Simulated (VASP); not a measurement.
Wanted: the native input for a VASP 6.6.1 run.

```
Task                   : single point
Functional             : PBEsol
Potentials or basis    : VASP PAW PBE potentials, release 64 (Cu_sv_GW, O)
Cutoff                 : 820 eV
k mesh                 : 9 × 9 × 5
Occupations            : fermi-dirac, width 0.05 eV
Spin                   : no spin polarisation
Hubbard terms          : Cu d U = 4.0 eV
Dipole correction      : no
Further INCAR settings : ALGO = Normal; EDIFF = 1e-06; NBANDS = 33
```

The structure of CuO lies in POSCAR:

```
CuO
1.0
    2.0476929754     -2.0637594561      0.0000000000
    2.0476929754      2.0637594561      0.0000000000
    0.0000000000      0.0000000000      5.1108592359
Cu O
2 2
Direct
    0.5000000000      0.0000000000      0.0000000000
    0.0000000000      0.5000000000      0.5000000000
    0.5000000000      0.5000000000      0.2500000000
    0.5000000000      0.5000000000      0.7500000000
```

One way to write it, as run:

INCAR

```
ALGO     = Normal         # electronic algorithm
EDIFF    = 1E-6           # SCF threshold, eV
ENCUT    = 820            # plane-wave cutoff, eV
GGA      = PS             # functional
GGA_COMPAT= False        
ISIF     = 2              # what is computed and relaxed
ISMEAR   = -1             # smearing method
LASPH    = True           # aspherical terms in the spheres
LCHARG   = False          # write CHGCAR
LDAU     = True           # DFT+U
LDAUJ    = 0 0          
LDAUL    = 2 -1           # shell
LDAUPRINT= 1            
LDAUTYPE = 2            
LDAUU    = 4 0            # U, eV
LMAXMIX  = 4              # l up to which the mixer works
LREAL    = False          # projectors in reciprocal space
LWAVE    = False          # write WAVECAR
NBANDS   = 33             # bands
NELM     = 200            # most SCF steps
PREC     = Accurate       # precision mode
SIGMA    = 0.05           # smearing width, eV
```

KPOINTS

```
k-points
0
Gamma
  9 9 5
```

Potentials or basis: VASP PAW PBE potentials, release 64 (Cu_sv_GW, O).

Run with:

```console
$ cat potpaw_PBE.64/Cu_sv_GW/POTCAR potpaw_PBE.64/O/POTCAR > POTCAR
$ mpirun -np 1 vasp_std > vasp.out
```

It gave:

The pressure is -3.2 GPa. The band gap on the k mesh is zero (bands 25 and 26 overlap by 1.01 eV).

Caveat: the cell stands under tension; the PAW data sets were made with another functional, which shifts forces and pressure a little; U without spin polarisation on a metal has little footing.

Run time: 3.9 min on 1 thread of Intel(R) Xeon(R) Platinum 8259CL CPU @ 2.50GHz (Skylake/Cascade Lake), on a shared host, peak memory 0.34 GiB.
